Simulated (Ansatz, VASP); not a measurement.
# One calculation of P, two programs

File POSCAR:

```
P
1.0
    4.3526747981      0.0000000000      0.0000000000
   -2.1763373991      3.7695269496      0.0000000000
    0.0000000000      0.0000000000      2.4306504687
P
3
Direct
    0.0000000000      1.0000000000      0.0000000000
    0.3333333333      0.6666666667      0.5000000000
    0.6666666667      0.3333333333      0.5000000000
```

Contents of INCAR.step1:

```
  PREC = Accurate
  ENCUT = 550
  ISMEAR = -1
  SIGMA = 0.1
  LREAL = False
  LASPH = True
  NELM = 120
  NBANDS = 14
  GGA = PE
  ALGO = Normal
  EDIFF = 1E-5
  LWAVE = True
  LCHARG = False
  GGA_COMPAT = False
```

INCAR.step2

```
  PREC = Accurate
  ENCUT = 550
  EDIFF = 1E-6
  ISMEAR = -1
  SIGMA = 0.1
  LREAL = False
  LASPH = True
  NELM = 120
  ALGO = Normal
  ISIF = 2
  LWAVE = False
  LCHARG = False
  METAGGA = R2SCAN
  LMIXTAU = True
  NBANDS = 14
  ISTART = 1
  GGA_COMPAT = False
```

KPOINTS

```
regular mesh
0
Gamma
  9 9 14
```

Input for Ansatz:

```yaml
crystal:
  lattice:
    - [4.3526747981, 0.0, 0.0]
    - [-2.1763373991, 3.7695269496, 0.0]
    - [0.0, 0.0, 2.4306504687]
  atoms:
    - { symbol: P, position: [0.0, 1.0, 0.0] }
    - { symbol: P, position: [0.3333333333, 0.6666666667, 0.5] }
    - { symbol: P, position: [0.6666666667, 0.3333333333, 0.5] }
hamiltonian:
  xc: r2scan
  pseudopotentials:
    kind: paw
    azcp:
      P: "pseudopotentials/P.paw.azcp"
basis:
  ecutwfc: 500
  fft_grid_basis: typed
kpoints:
  mp_grid: { grid: [9, 9, 14], shift: [0, 0, 0] }
magnetization:
  spin_polarized: false
scf:
  occupations: { method: fermi_dirac, width: 0.1 }
  lower_state_search: "off"
output:
  stress: true
  write_density: true
  write_potential: true
  elf: true
  volumetric_format: npy
```

Alike in both runs: task single point; functional r2SCAN; k mesh 9 × 9 × 14; occupations fermi-dirac, width 0.1 eV; no spin polarisation.

```csv
,VASP,Ansatz
version,VASP 6.6.1,Ansatz 0.2.0
potentials or method,"VASP PAW PBE potentials, release 64 (P), cutoff 550 eV","plane waves (500 eV) with PAW, scalar-relativistic"
valence electrons in the cell,15,15
```

|  | VASP | Ansatz | Ansatz less VASP |
| --- | --- | --- | --- |
| pressure (GPa) | 9.0 | 9.2 | +0.24 |
| traceless stress, the component that is largest in VASP (GPa) | -1.27 | -1.10 | +0.167 |

VASP's potentials were made for PBE, not for r2SCAN.
